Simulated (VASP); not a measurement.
Set up this calculation in VASP 6.6.1, as the native input.

```yaml
Task: single point
Functional: PBE
Potentials_or_basis: VASP PAW PBE potentials, release 64 (Ta_pv, N)
Cutoff: 520 eV
k_mesh: 18 × 18 × 8
Occupations: gaussian, width 0.15 eV
Spin: no spin polarisation
Dipole_correction: no
Further_INCAR_settings: ALGO = Normal; EDIFF = 1e-06; NBANDS = 24
```

The structure of TaN lies in POSCAR:

```
TaN
1.0
    3.3665256967      0.0000000000      0.0000000000
   -1.6832628484      2.9154967758      0.0000000000
    0.0000000000      0.0000000000      5.7776314006
Ta N
2 2
Direct
    0.3333333333      0.6666666667      0.0304880884
    0.6666666667      0.3333333333      0.5304880884
    0.3333333333      0.6666666667      0.3545119116
    0.6666666667      0.3333333333      0.8545119116
```

These files were run (other wordings do the same):

INCAR

```
  PREC = Accurate
  ENCUT = 520
  EDIFF = 1E-6
  ISMEAR = 0
  SIGMA = 0.15
  LREAL = F
  LASPH = T
  NELM = 100
  ALGO = Normal
  ISIF = 2
  LWAVE = F
  LCHARG = F
  GGA = PE
  NBANDS = 24
```

KPOINTS

```
Automatic mesh
0
Gamma
  18 18 8
```

Potentials or basis: VASP PAW PBE potentials, release 64 (Ta_pv, N).

Command:

```sh
$ cat potpaw_PBE.64/Ta_pv/POTCAR potpaw_PBE.64/N/POTCAR > POTCAR
$ mpirun -np 1 vasp_std > vasp.out
```

Results of the run:

```json
{
 "Pressure": "-6.5 GPa",
 "Largest force": "2.504 eV/Å",
 "Band gap on the k mesh": "zero (bands 16 and 17 overlap by 0.72 eV)"
}
```

Caveat: the stress differs along the axes, from -20 to 20 GPa; spin-orbit coupling is left out, which moves the levels of the heavy elements; forces of over 1 eV/Å act on the atoms, so gaps and moduli don't describe the material at rest.

Wall time 2.7 min on 1 thread of Intel(R) Xeon(R) 6975P-C (Granite Rapids), on a shared host, peak memory 0.34 GiB.
